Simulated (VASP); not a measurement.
InAs:

```xyz
2
Lattice="0.0000 3.0536 3.0536 3.0536 0.0000 3.0536 3.0536 3.0536 0.0000" Properties=species:S:1:pos:R:3 pbc="T T T"
In    1.5268    1.5268    1.5268
As    0.0000    0.0000    0.0000
```

| Quantity | Value |
| --- | --- |
| Program | VASP 6.6.1 |
| Task | relaxation of cell and atoms |
| Functional | LDA |
| Potentials or basis | VASP PAW LDA potentials, release 64 (In_d, As) |
| Cutoff | 600 eV |
| k mesh | 16 × 16 × 16 |
| Occupations | gaussian, width 0.1 eV |
| Spin | no spin polarisation |

At the start: pressure -2.1 GPa; volume 28.47 Å³/atom.

Question: How do energy, volume and symmetry change on relaxing?

Answer: Over 15 steps the energy falls by 6.9 meV/atom and the volume is 27.44 Å³/atom (-3.6 %); space group F-43m (No. 216, to 0.1 Å) before and after.

The path:
| step | energy change (eV) | largest force (eV/Å) | pressure (GPa) | volume (Å³) |
| --- | --- | --- | --- | --- |
| 1 | 0.0000 | 0.0000 | -2.06 | 56.94 |
| 2 | -0.0110 | 0.0000 | 1.03 | 53.98 |
| 3 | -0.0138 | 0.0000 | 0.02 | 54.87 |
| 4 | -0.0138 | 0.0000 | -0.05 | 54.91 |
| 5 | -0.0138 | 0.0000 | -0.05 | 54.91 |
| 6 | -0.0138 | 0.0000 | -0.07 | 54.91 |
| 7 | -0.0138 | 0.0000 | -0.04 | 54.91 |
| 8 | -0.0138 | 0.0000 | -0.04 | 54.91 |
| 9 | -0.0138 | 0.0000 | -0.04 | 54.91 |
| 10 | -0.0138 | 0.0000 | -0.04 | 54.91 |
| 11 | -0.0138 | 0.0000 | -0.04 | 54.90 |
| 12 | -0.0138 | 0.0000 | -0.05 | 54.90 |
| 13 | -0.0138 | 0.0000 | -0.05 | 54.90 |
| 14 | -0.0138 | 0.0000 | -0.03 | 54.90 |
| 15 | -0.0138 | 0.0000 | -0.01 | 54.88 |

Final structure:
```cif
data_structure
_symmetry_space_group_name_H-M 'P 1'
_symmetry_Int_Tables_number 1
_cell_length_a 4.2657
_cell_length_b 4.2657
_cell_length_c 4.2657
_cell_angle_alpha 60.000
_cell_angle_beta 60.000
_cell_angle_gamma 60.000
_cell_volume 54.88
loop_
_atom_site_label
_atom_site_type_symbol
_atom_site_fract_x
_atom_site_fract_y
_atom_site_fract_z
_atom_site_occupancy
In1 In 0.25000 0.25000 0.25000 1
As1 As 0.00000 0.00000 0.00000 1
```
